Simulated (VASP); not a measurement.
Write the native input for VASP 6.6.1 that does the following.

| Item | Value |
| --- | --- |
| Task | single point |
| Functional | LDA |
| Potentials or basis | VASP PAW PBE potentials, release 64 (Gd, O) |
| Cutoff | 520 eV |
| k mesh | 7 × 7 × 4 |
| Occupations | methfessel-paxton, width 0.05 eV |
| Spin | collinear spin, antiferromagnetic start |
| Starting moments | [7.0, -7.0, 0.0, 0.0, 0.0, 0.0] μB |
| Hubbard terms | Gd f U = 7.0 eV |
| Dipole correction | no |
| Further INCAR settings | ALGO = Normal; EDIFF = 1e-06; NBANDS = 43 |

The structure of GdO2 lies in POSCAR:

```
GdO2
1.0
    3.3733800000      0.0000000000      0.0000000000
    0.0000000000      3.3733800000      0.0000000000
    0.0000000000      0.0000000000      6.4654440000
Gd O
2 4
Direct
    0.0000000000      0.5000000000      0.7321130000
    0.5000000000      0.0000000000      0.2678870000
    0.0000000000      0.0000000000      0.0000000000
    0.5000000000      0.5000000000      0.0000000000
    0.5000000000      0.0000000000      0.6354200000
    0.0000000000      0.5000000000      0.3645800000
```

The input as run:

INCAR

```
SYSTEM = GdO2
ALGO     = Normal         ! electronic algorithm
EDIFF    = 1E-6           ! SCF threshold, eV
ENCUT    = 520            ! plane-wave cutoff, eV
GGA      = CA             ! functional
ISIF     = 2              ! what is computed and relaxed
ISMEAR   = 1              ! smearing method
ISPIN    = 2              ! spin polarisation
LASPH    = .True.         ! aspherical terms in the spheres
LCHARG   = .False.        ! write CHGCAR
LDAU     = .True.         ! DFT+U
LDAUJ    = 0 0          
LDAUL    = 3 -1           ! shell
LDAUPRINT= 1            
LDAUTYPE = 2            
LDAUU    = 7 0            ! U, eV
LMAXMIX  = 6              ! l up to which the mixer works
LORBIT   = 11             ! projections on sites
LREAL    = .False.        ! projectors in reciprocal space
LWAVE    = .False.        ! write WAVECAR
MAGMOM   = 7 -7 0 0 0 0   ! initial moments
NBANDS   = 43             ! bands
NELM     = 150            ! most SCF steps
PREC     = Accurate       ! precision mode
SIGMA    = 0.05           ! smearing width, eV
```

KPOINTS

```
k-points
0
Gamma
  7 7 4
  0 0 0
```

Potentials or basis: VASP PAW PBE potentials, release 64 (Gd, O).

Launch:

```console
$ cat potpaw_PBE.64/Gd/POTCAR potpaw_PBE.64/O/POTCAR > POTCAR
$ mpirun -np 1 vasp_std > vasp.out
```

It gave:

* Pressure: -10.0 GPa
* Largest force: 0.091 eV/Å
* Band gap on the k mesh: zero (filled and empty bands overlap)
* Net moment: 0.00 μB per cell
* Site moments: Gd +6.87, -6.87; O +0.00, -0.02, +0.02 μB
* Valence electrons inside the program's atomic spheres: Gd 15.12; O 4.83, 4.95

Caveat: the PAW data sets were made with another functional, which shifts forces and pressure a little; spin-orbit coupling is left out, which moves the levels of the heavy elements.

It took 18 min on 1 thread of AMD EPYC 9R45 96-Core Processor (Zen 5), with other jobs on the host, peak memory 0.25 GiB.
